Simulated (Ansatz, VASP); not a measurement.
**Two plane-wave programs on SiO2**

```
Si O
1.0
    -2.63904    2.63904    3.50492
     2.63904   -2.63904    3.50492
     2.63904    2.63904   -3.50492
Si O
2 4
Direct
  0.00000 0.00000 0.00000
  0.75000 0.25000 0.50000
  0.96701 0.62500 0.84201
  0.37500 0.21701 0.34201
  0.78299 0.12500 0.15799
  0.87500 0.03299 0.65799
```

Change from the starting cell: strain +0.050 along x and y, -0.050 along z, atoms carried along.

Alike in both runs: task single point; functional PBE; k mesh 6 × 6 × 6; occupations gaussian, width 0.05 eV; no spin polarisation.

```csv
,VASP,Ansatz
version,VASP 6.6.1,Ansatz 0.2.0
potentials or method,"VASP PAW PBE potentials, release 64 (Si, O), cutoff 520 eV","scalar-relativistic, plane waves, PAW"
valence electrons in the cell,32,32
```

```tsv
	VASP	Ansatz	Ansatz less VASP
gap on the k mesh at the Fermi level (eV)	5.37	5.37	+0.006
least direct gap on the mesh (eV)	5.37	5.37	+0.006
pressure (GPa)	-7.1	-7.1	-0.05
traceless stress, the component that is largest in VASP (GPa)	3.67	3.67	-0.002
rms of the force components (eV/Å)	0.255	0.253	-0.0023
```

Atom by atom the forces differ by 0.002 eV/Å (rms over components).
